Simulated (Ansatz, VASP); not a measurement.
# MnZn in VASP and in Ansatz

The input INCAR:

```
SYSTEM = MnZn
ALGO = Normal
EDIFF = 1E-6
ENCUT = 520
ISIF = 2
ISMEAR = -1
ISPIN = 2
LASPH = .True.
LCHARG = .False.
LMAXMIX = 4
LORBIT = 11
LREAL = .False.
LWAVE = .False.
MAGMOM = 2.8 0
NBANDS = 24
NELM = 150
PREC = Accurate
SIGMA = 0.15
```

Contents of KPOINTS:

```
k-points
0
Gamma
  9 9 9
  0 0 0
```

File POSCAR:

```
MnZn
1.0
    3.0700000000      0.0000000000      0.0000000000
    0.0000000000      3.0700000000      0.0000000000
    0.0000000000      0.0000000000      3.0700000000
Mn Zn
1 1
Direct
    0.0000000000      0.0000000000      0.0000000000
    0.5000000000      0.5000000000      0.5000000000
```

Input for Ansatz:

```yaml
crystal:
  lattice:
    - [3.07, 0.0, 0.0]
    - [0.0, 3.07, 0.0]
    - [0.0, 0.0, 3.07]
  atoms:
    - { symbol: Mn, position: [0.0, 0.0, 0.0], spin: 2.8 }
    - { symbol: Zn, position: [0.5, 0.5, 0.5] }
kpoints:
  mp_grid:
    grid: [9, 9, 9]
hamiltonian:
  xc: lda
  pseudopotentials:
    kind: all_electron
    lapw: {}
magnetization:
  spin_polarized: true
scf:
  occupations:
    method: fermi_dirac
    width: 0.15
```

Alike in both runs: task single point; functional LDA; k mesh 9 × 9 × 9; occupations fermi-dirac, width 0.15 eV; collinear spin.

|  | VASP | Ansatz |
| --- | --- | --- |
| version | VASP 6.6.1 | Ansatz 0.2.0 |
| potentials or method | VASP PAW LDA potentials, release 64 (Mn_pv, Zn), cutoff 520 eV | all-electron (LAPW or listed datasets) |

|  | VASP | Ansatz | Ansatz less VASP |
| --- | --- | --- | --- |
| net moment per atom (μB) | 1.50 | 1.55 | +0.054 |
| size of the moment on the site where the two differ most (μB) | 2.97 | 3.14 | +0.167 |

LDA's correlation is that of Perdew and Zunger in VASP and of Perdew and Wang (1992) in Ansatz. Site moments also hang on the region over which each program counts them. Ansatz ran all-electron here, and VASP with PAW potentials.
